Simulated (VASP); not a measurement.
# Ga8As9 in VASP: single point with PBEsol

Aim: the single point of Ga8As9 with PBEsol.

Program: VASP 6.6.1. These are calculated values, not measurements. Logs are shortened: lines on timing, memory, paths and dates and some standing lists are left out, and cuts for length are marked.

## Step 1: The cell of the first run

The cell holds a slab with vacuum, 17 atoms: a = 7.996 Å, b = 5.654 Å, c = 16.997 Å, α = 90.00°, β = 90.00°, γ = 90.00°.

## Step 2: Single point, PBEsol

Contents of INCAR:

```
SYSTEM = Ga8As9
ALGO = Normal
EDIFF = 1E-6
ENCUT = 520
GGA = PS
ISIF = 2
ISMEAR = 0
LASPH = .True.
LCHARG = .False.
LREAL = Auto
LWAVE = .False.
NBANDS = 88
NELM = 100
PREC = Accurate
SIGMA = 0.1
```

Contents of KPOINTS:

```
k-points
0
Gamma
  2 3 1
  0 0 0
```

Contents of POSCAR:

```
Ga8As9
1.0
    7.9955390000      0.0000000000      0.0000000000
    0.0000000000      5.6537000000      0.0000000000
    0.0000000000      0.0000000000     16.9966540000
Ga As
8 9
Direct
   -0.0000000050      0.0000000000      0.0588351100
    0.7500000000      0.5350817484      0.1837731078
    0.2500000000      0.5542422768      0.1830889875
    0.5000000050      0.0000000000      0.0588351100
    0.4940023328      0.0590357589      0.2872719216
    0.2500000000      0.4662685507      0.3892056572
    0.7500000000      0.4420841971      0.4146115309
    1.0059976672      0.0590357589      0.2872719216
    1.0042550639      0.3017140120      0.1667278841
    0.2500000000      0.7500000000      0.0588351100
    0.7500000000      0.7500000000      0.0588351100
    0.4957449361      0.3017140120      0.1667278841
    0.4931789618      0.2204264666      0.4217557843
    0.7500000000      0.8227923641      0.2935466947
    0.2500000000      0.7998591820      0.2982263847
    1.0068210382      0.2204264666      0.4217557843
    0.7500000000     -0.1454400695      0.4369909782
```

Potentials or basis: VASP PAW PBE potentials, release 64 (Ga_d, As).

On the command line:

```bash
$ cat potpaw_PBE.64/Ga_d/POTCAR potpaw_PBE.64/As/POTCAR > POTCAR
$ mpirun -np 1 vasp_std > vasp.out
```

OUTCAR:

```text
SYSTEM = Ga8As9
   EDIFF = 1E-6
   ENCUT = 520
   GGA = PS
   ISIF = 2
   ISMEAR = 0
   LASPH = .True.
   LREAL = Auto
   NELM = 100
   PREC = Accurate

 ion  position               nearest neighbor table
   1  1.000  0.000  0.059-  11 2.45  10 2.45   9 2.50
   2  0.750  0.535  0.184-   9 2.44  12 2.44  11 2.45  14 2.48
   3  0.250  0.554  0.183-  10 2.38  15 2.40  12 2.44   9 2.44
   4  0.500  0.000  0.059-  11 2.45  10 2.45  12 2.50
   5  0.494  0.059  0.287-  14 2.45  15 2.45  13 2.46  12 2.47
   6  0.250  0.466  0.389-  15 2.44  13 2.45  16 2.45
   7  0.750  0.442  0.415-  17 2.36  16 2.41  13 2.41
   8  0.006  0.059  0.287-  14 2.45  15 2.45  16 2.46   9 2.47
   9  0.004  0.302  0.167-   2 2.44   3 2.44   8 2.47   1 2.50
  10  0.250  0.750  0.059-   3 2.38   1 2.45   4 2.45
  11  0.750  0.750  0.059-   2 2.45   1 2.45   4 2.45
  12  0.496  0.302  0.167-   2 2.44   3 2.44   5 2.47   4 2.50
  13  0.493  0.220  0.422-   7 2.41   6 2.45   5 2.46
  14  0.750  0.823  0.294-  17 2.44   8 2.45   5 2.45   2 2.48
  15  0.250  0.800  0.298-   3 2.40   6 2.44   5 2.45   8 2.45
  16  0.007  0.220  0.422-   7 2.41   6 2.45   8 2.46
  17  0.750  0.855  0.437-   7 2.36  14 2.44

  LATTYP: Found a simple orthorhombic cell.
 ALAT       =     5.6537000000
 B/A-ratio  =     1.4142135239
 C/A-ratio  =     3.0062886251

  Lattice vectors:

 A1 = (   0.0000000000,  -5.6537000000,   0.0000000000)
 A2 = (   7.9955390000,   0.0000000000,   0.0000000000)
 A3 = (   0.0000000000,   0.0000000000,  16.9966540000)

Analysis of symmetry for initial positions (statically):
=====================================================================
 Subroutine PRICEL returns:
 Original cell was already a primitive cell.

 Routine SETGRP: Setting up the symmetry group for a
 simple orthorhombic supercell.

 Subroutine GETGRP returns: Found  2 space group operations
 (whereof  1 operations were pure point group operations)
 out of a pool of  8 trial point group operations.

The static configuration has the point symmetry C_1 .
 The point group associated with its full space group is C_1h.

Analysis of symmetry for dynamics (positions and initial velocities):
=====================================================================
 Subroutine PRICEL returns:
 Original cell was already a primitive cell.

 Routine SETGRP: Setting up the symmetry group for a
 simple orthorhombic supercell.

 Subroutine GETGRP returns: Found  2 space group operations
 (whereof  1 operations were pure point group operations)
 out of a pool of  8 trial point group operations.

The dynamic configuration has the point symmetry C_1 .
 The point group associated with its full space group is C_1h.

 Subroutine INISYM returns: Found  2 space group operations
 (whereof  1 operations are pure point group operations),
 and found     1 'primitive' translations

----------------------------------------------------------------------------------------

                                     Primitive cell

  volume of cell :     768.3232

  direct lattice vectors                    reciprocal lattice vectors
     7.995539000  0.000000000  0.000000000     0.125069742  0.000000000  0.000000000
     0.000000000  5.653700000  0.000000000     0.000000000  0.176875321  0.000000000
     0.000000000  0.000000000 16.996654000     0.000000000  0.000000000  0.058835110

  length of vectors
     7.995539000  5.653700000 16.996654000     0.125069742  0.176875321  0.058835110

  position of ions in fractional coordinates (direct lattice)
     0.999999995  0.000000000  0.058835110
     0.750000000  0.535081748  0.183773108
     0.250000000  0.554242277  0.183088987
     0.500000005  0.000000000  0.058835110
     0.494002333  0.059035759  0.287271922
     0.250000000  0.466268551  0.389205657
[... 9 lines left out ...]
     0.006821038  0.220426467  0.421755784
     0.750000000  0.854559931  0.436990978

  ion indices of the primitive-cell ions
   primitive index   ion index
                 1           1
                 2           2
                 3           3
                 4           4
                 5           5
                 6           6
[... 9 lines left out ...]
                16          16
                17          17

----------------------------------------------------------------------------------------

 KPOINTS: k-points

Automatic generation of k-mesh.
 Grid dimensions read from file:
 generate k-points for:    2    3    1

 Generating k-lattice:

  Cartesian coordinates                     Fractional coordinates (reciprocal lattice)
     0.062534871  0.000000000  0.000000000     0.500000000  0.000000000  0.000000000
     0.000000000  0.058958440  0.000000000     0.000000000  0.333333333  0.000000000
     0.000000000  0.000000000  0.058835110     0.000000000  0.000000000  1.000000000

  Length of vectors
     0.062534871  0.058958440  0.058835110

  Shift w.r.t. Gamma in fractional coordinates (k-lattice)
     0.000000000  0.000000000  0.000000000

 Subroutine IBZKPT returns following result:
 ===========================================

 Found      4 irreducible k-points:

 Following reciprocal coordinates:
            Coordinates               Weight
  0.000000  0.000000  0.000000      1.000000
  0.500000  0.000000  0.000000      1.000000
  0.000000  0.333333  0.000000      2.000000
  0.500000  0.333333  0.000000      2.000000
   k-points           NKPTS =      4   k-points in BZ     NKDIM =      4   number of bands    NBANDS=     88
   number of dos      NEDOS =    301   number of ions     NIONS =     17
   total plane-waves  NPLWV = 317520
   dimension x,y,z NGX =    60 NGY =   42 NGZ =  126
   dimension x,y,z NGXF=   120 NGYF=   84 NGZF=  252
   ions per type =               8   9
   NGX,Y,Z   is equivalent  to a cutoff of  12.48, 12.35, 12.32 a.u.
   NGXF,Y,Z  is equivalent  to a cutoff of  24.95, 24.70, 24.65 a.u.
 SYSTEM =  Ga8As9
   PREC   = accura    normal or accurate (medium, high low for compatibility)
   ISTART =      0    job   : 0-new  1-cont  2-samecut
   ICHARG =      2    charge: 1-file 2-atom 10-const
   ISPIN  =      1    spin polarized calculation?
   LNONCOLLINEAR =      F non collinear calculations
   LSORBIT =      F    spin-orbit coupling
   LASPH  =      T    aspherical Exc in radial PAW
   ENCUT  =  520.0 eV  38.22 Ry    6.18 a.u.  14.87 10.51 31.60*2*pi/ulx,y,z
   NELM   =    100;   NELMIN=  2; NELMDL= -5     # of ELM steps
   EDIFF  = 0.1E-05   stopping-criterion for ELM
   LREAL  =      T    real-space projection
   EDIFFG = 0.1E-04   stopping-criterion for IOM
   NSW    =      0    number of steps for IOM
   IBRION =     -1    ionic relax: 0-MD 1-quasi-New 2-CG
   NFREE  =      0    steps in history (QN), initial steepest desc. (CG)
   ISIF   =      2    stress and relaxation
   ISYM   =      2    0-nonsym 1-usesym 2-fastsym
   POTIM  = 0.5000    time-step for ionic-motion
   TEBEG  =    0.0;   TEEND  =   0.0 temperature during run
   PSTRESS=    0.0 pullay stress
   NELECT =     149.0000    total number of electrons
   NUPDOWN=      -1.0000    fix difference up-down
   EMIN   =  10.00;   EMAX   =-10.00  energy-range for DOS
   EFERMI =   0.00;   METHOD = LEGACY
   ISMEAR =     0;   SIGMA  =   0.10  broadening in eV -4-tet -1-fermi 0-gaus
   EFERMI_NEDOS =   21; number of points for ismear=-14 and -15
   IALGO  =     38    algorithm
   IMIX   =      4    mixing-type and parameters
     AMIX     =   0.40;   BMIX     =  1.00
     AMIX_MAG =   1.60;   BMIX_MAG =  1.00
  volume/ion in A,a.u.               =      45.20       304.99
  Fermi-wavevector in a.u.,A,eV,Ry     =   0.947594  1.790693 12.217137  0.897934
  Thomas-Fermi vector in A             =   2.075702
   LORBIT       =      0    0 simple, 1 ext, 2 COOP (PROOUT), +10 PAW based schemes
   GGA     = PS    functional components
   LHFCALC =     F    Hartree Fock is set to
   AEXX    =    0.0000 exact exchange contribution
   IVDW    =     0    specifies the selected vdW correction
   LEPSILON=     F    determine dielectric tensor
   LRPA    =     F    only Hartree local field effects (RPA)
 non-spin polarized calculation
 Gauss-broadening in eV      SIGMA  =   0.10
  energy-cutoff  :      520.00
  volume of cell :      768.32
 maximum number of plane-waves:     20778
 NGX is ok and might be reduce to    60
   NGX = 29   NGY = 21   NGZ = 63

 number of electron     149.0000035 magnetization

 Free energy of the ion-electron system (eV)
  ---------------------------------------------------
  ext. energy  EPLUGINS =         0.00000000
  ---------------------------------------------------
  free energy    TOTEN  =       -71.26672921 eV

  energy without entropy =      -71.24774486  energy(sigma->0) =      -71.25723703

 E-fermi :  -0.0425     XC(G=0):  -5.6439

 val. band max:       -0.0426338677   @ k =   0.5000   0.3333   0.0000
 cond. band min:       0.2122647735   @ k =   0.0000   0.3333   0.0000
 fundamental gap:      0.2548986412
 Fermi energy:        -0.0424846163

 k-point     1 :       0.0000    0.0000    0.0000
  band No.  band energies     occupation
      1     -15.4046      2.00000
      2     -15.3972      2.00000
      3     -15.3904      2.00000
      4     -15.3777      2.00000
      5     -15.3696      2.00000
      6     -15.3266      2.00000
[... 78 lines left out ...]
     85       2.6278      0.00000
     86       2.6533      0.00000

 k-point     2 :       0.5000    0.0000    0.0000
  band No.  band energies     occupation
      1     -15.3997      2.00000
      2     -15.3988      2.00000
      3     -15.3887      2.00000
      4     -15.3857      2.00000
      5     -15.3486      2.00000
      6     -15.3466      2.00000
[... 78 lines left out ...]
     85       2.7797      0.00000
     86       2.9884      0.00000

 k-point     3 :       0.0000    0.3333    0.0000
  band No.  band energies     occupation
      1     -15.4071      2.00000
      2     -15.3960      2.00000
      3     -15.3860      2.00000
      4     -15.3779      2.00000
      5     -15.3696      2.00000
      6     -15.3267      2.00000
[... 78 lines left out ...]
     85       2.3916      0.00000
     86       2.8722      0.00000

 k-point     4 :       0.5000    0.3333    0.0000
  band No.  band energies     occupation
      1     -15.4012      2.00000
      2     -15.4001      2.00000
      3     -15.3840      2.00000
      4     -15.3840      2.00000
      5     -15.3490      2.00000
      6     -15.3467      2.00000
[... 78 lines left out ...]
     85       3.2257      0.00000
     86       3.5061      0.00000
 [bands above 86 left out]

------------------------ aborting loop because EDIFF is reached ----------------------------------------

  FORCE on cell =-STRESS in cart. coord.  units (eV):
  Direction    XX          YY          ZZ          XY          YZ          ZX
  --------------------------------------------------------------------------------------
  -------------------------------------------------------------------------------------
  Total        2.6761121      2.3170557      0.5564764      0.0000000     -0.0015763      0.0000000
  in kB        5.5804721      4.8317351      1.1604153      0.0000000     -0.0032870      0.0000000
  external PRESSURE =       3.8575408 kB  Pullay stress =       0.0000000 kB

 VOLUME and BASIS-vectors are now :
 -----------------------------------------------------------------------------
  energy-cutoff  :      520.00
  volume of cell :      768.32
      direct lattice vectors                 reciprocal lattice vectors
     7.995539000  0.000000000  0.000000000     0.125069742  0.000000000  0.000000000
     0.000000000  5.653700000  0.000000000     0.000000000  0.176875321  0.000000000
     0.000000000  0.000000000 16.996654000     0.000000000  0.000000000  0.058835110

 POSITION                                       TOTAL-FORCE (eV/Angst)
 -----------------------------------------------------------------------------------
      7.99554      0.00000      1.00000         0.044922     -0.576751      1.235301
      5.99665      3.02519      3.12353         0.000000      0.000380      0.021281
      1.99888      3.13352      3.11190         0.000000     -0.016845      0.009472
      3.99777      0.00000      1.00000        -0.044922     -0.576751      1.235301
      3.94981      0.33377      4.88266         0.020877     -0.022011     -0.010560
      1.99888      2.63614      6.61519         0.000000      0.014034      0.015844
[... 9 lines left out ...]
      0.05454      1.24623      7.16844         0.009649     -0.004030      0.033430
      5.99665      4.83143      7.42738         0.000000      0.001762      0.059919
 -----------------------------------------------------------------------------------
    total drift:                                0.000000      0.012484      0.011366

  FREE ENERGIE OF THE ION-ELECTRON SYSTEM (eV)
  ---------------------------------------------------
  free  energy   TOTEN  =       -71.2667292094 eV

  energy  without entropy=      -71.2477448603  energy(sigma->0) =      -71.25723703
```

Run time: 5.2 min. Hardware: 1 thread of Intel Xeon 6975P-C (Granite Rapids), shared host; peak memory 0.7 GiB.

Results:

```
Free energy            : -71.2667 eV
Largest force          : 1.680 eV/Å
Band gap on the k mesh : zero (an odd number of electrons rules out a gap without spin polarisation)
```

Forces in eV/Å, atoms in the order of the input:
```
Ga   0.045 -0.577  1.235
Ga   0.000  0.000  0.021
Ga   0.000 -0.017  0.009
Ga  -0.045 -0.577  1.235
Ga   0.021 -0.022 -0.011
Ga   0.000  0.014  0.016
Ga   0.000  0.004 -0.002
Ga  -0.021 -0.022 -0.011
As   0.007  0.011 -0.030
As   0.000  0.653 -1.548
As   0.000  0.505 -0.970
As  -0.007  0.011 -0.030
As  -0.010 -0.004  0.033
As   0.000  0.005 -0.037
As   0.000  0.018 -0.005
As   0.010 -0.004  0.033
As   0.000  0.002  0.060
```

Levels at points of the mesh, in eV from the Fermi level:
```csv
k point,band 73,band 74,band 75,band 76,band 77,band 78
"(0.00, 0.00, 0.00)",-1.04,-0.51,-0.20,0.35,0.36,0.67
"(0.50, 0.00, 0.00)",-1.09,-0.57,-0.37,0.54,0.57,1.47
```

Caveat: the k points lie up to 0.39 Å⁻¹ apart, too coarse for converged energies and pressures of a metal; there is no dipole correction, which matters where the two faces differ; the PAW data sets were made with another functional, which shifts forces and pressure a little.

The gap in the log of VASP goes by the Fermi energy; the results here count the filled bands.